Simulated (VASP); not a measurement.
Set up this calculation in VASP 6.6.1, as the native input.

```
Task                   : molecular dynamics
Functional             : PBEsol
Potentials or basis    : VASP PAW PBE potentials, release 64 (Cu, Au)
Cutoff                 : 520 eV
k mesh                 : 4 × 7 × 5
Occupations            : fermi-dirac, width 0.08 eV
Spin                   : no spin polarisation
Dipole correction      : no
Further INCAR settings : ALGO = Normal; EDIFF = 1e-05; NBANDS = 30; ISYM = 0; IBRION = 0; POTIM = 1.5; NSW = 15
```

The structure of CuAu lies in POSCAR:

```
CuAu
1.0
    5.6214989104      0.0000000000      0.0000000000
    0.0000000000      2.8107494552      0.0000000000
    0.0000000000      0.0000000000      3.6850000000
Cu Au
2 2
Direct
    0.2500000000      0.5000000000      0.5000000000
    0.7500000000      0.5000000000      0.5000000000
    0.0000000000      0.0000000000      0.0000000000
    0.5000000000      0.0000000000      0.0000000000
```

One way to write it, as run:

INCAR

```
SYSTEM = CuAu
PREC = Accurate
ENCUT = 520
EDIFF = 1E-5
ISMEAR = -1
SIGMA = 0.08
LREAL = .False.
LASPH = .True.
NELM = 100
ALGO = Normal
ISIF = 2
LWAVE = .False.
LCHARG = .False.
GGA = PS
NBANDS = 30
IBRION = 0
NSW = 15
POTIM = 1.5
TEBEG = 800.0
TEEND = 800.0
ISYM = 0
NELMIN = 4
RANDOM_SEED = 625968 0 0
MDALGO = 3
LANGEVIN_GAMMA = 10 10
```

KPOINTS

```
Automatic mesh
0
Gamma
  4 7 5
  0 0 0
```

Potentials or basis: VASP PAW PBE potentials, release 64 (Cu, Au).

Command:

```console
$ cat potpaw_PBE.64/Cu/POTCAR potpaw_PBE.64/Au/POTCAR > POTCAR
$ mpirun -np 1 vasp_std > vasp.out
```

It took 9.4 min on 1 thread of Intel(R) Xeon(R) Platinum 8259CL CPU @ 2.50GHz (Skylake/Cascade Lake), with other jobs on the host, peak memory 0.36 GiB.
